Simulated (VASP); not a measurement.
Crystal: MgI2.

```
CELL_PARAMETERS angstrom
4.15664 0.00000 0.00000
-2.07832 3.59976 0.00000
0.00000 0.00000 6.87562
ATOMIC_POSITIONS crystal
Mg 0.00000 0.00000 0.00000
I 0.33333 0.66667 0.24257
I 0.66667 0.33333 0.75743
```

Base run:

```yaml
Program: VASP 6.6.1
Functional: PBE
Potentials_or_basis: VASP PAW PBE potentials, release 64 (Mg, I)
Cutoff: 520 eV
k_mesh: 12 × 12 × 4
Occupations: fermi-dirac, width 0.02 eV
Spin: no spin polarisation
```

Its results: band gap on the k mesh 3.51 eV, indirect (least direct gap 3.68 eV); pressure 1.1 GPa.

Q: The run is repeated on the same cell with these changes: functional from PBE to r2SCAN; occupations from fermi-dirac, width 0.02 eV to gaussian, width 0.01 eV. What comes out?

A: Band gap on the k mesh 4.10 eV, indirect (least direct gap 4.48 eV); pressure 0.5 GPa.

Caveats: spin-orbit coupling is left out, which moves the levels of the heavy elements; this functional lacks dispersion, which binds the layers, so the pressure and a relaxed spacing across them are unreliable (some runs); the PAW data sets were made with another functional, which shifts forces and pressure a little (some runs).

A k mesh can miss the band edges.
